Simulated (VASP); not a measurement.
Here is a VASP 6.6.1 calculation.

Contents of INCAR:

```
PREC = Accurate
ENCUT = 520
EDIFF = 1E-7
ISMEAR = -1
SIGMA = 0.05
LREAL = False
LASPH = True
NELM = 100
ALGO = Normal
ISIF = 2
LWAVE = False
LCHARG = False
GGA = RP
NBANDS = 15
```

KPOINTS

```
Automatic mesh
0
Gamma
  11 11 6
```

The input POSCAR:

```
Os
1.0
    2.7632937587      0.0000000000      0.0000000000
   -1.3816468794      2.3930825932      0.0000000000
    0.0000000000      0.0000000000      4.3635720443
Os
2
Direct
    0.6666666667      0.3333333333      0.7500000000
    0.3333333333      0.6666666667      0.2500000000
```

Potentials or basis: VASP PAW PBE potentials, release 64 (Os).

Launch:

```sh
$ cat potpaw_PBE.64/Os/POTCAR > POTCAR
$ mpirun -np 1 vasp_std > vasp.out
```

Predict the pressure.

-0.4 GPa.

Predict the band gap on the k mesh.

zero (bands 8 and 9 overlap by 3.70 eV).

Stress tensor (GPa, compression positive):
```
-0.37  0.00  0.00
 0.00 -0.37  0.00
 0.00  0.00 -0.55
```

Caveat: the PAW data sets were made with another functional, which shifts forces and pressure a little; spin-orbit coupling is left out, which moves the levels of the heavy elements.
